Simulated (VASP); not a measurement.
Crystal: Ni.

```xyz
1
Lattice="0.0000 1.7125 1.7125 1.7125 0.0000 1.7125 1.7125 1.7125 0.0000" Properties=species:S:1:pos:R:3 pbc="T T T"
Ni    0.0000    0.0000    0.0000
```

Program: VASP 6.6.1. Alike in all runs: task single point; level LDA; potentials or basis VASP PAW LDA potentials, release 64 (Ni); spin collinear, ferromagnetic start; cell as given; cutoff (eV) 520. Hardware: 1 thread of Intel(R) Xeon(R) Platinum 8488C (Sapphire Rapids), with other jobs on the host.

Q: Order these runs on this cell by their wall time, lowest first.
A. k mesh 16 × 16 × 16; smearing fermi-dirac 0.01 eV
B. k mesh 3 × 3 × 3; smearing fermi-dirac 0.05 eV
C. k mesh 8 × 8 × 8; smearing fermi-dirac 0.05 eV
D. k mesh 10 × 10 × 10; smearing fermi-dirac 0.05 eV

A: B (3.8 s), C (9.5 s), D (21 s), A (47 s).

Caveats: some runs use coarse meshes.
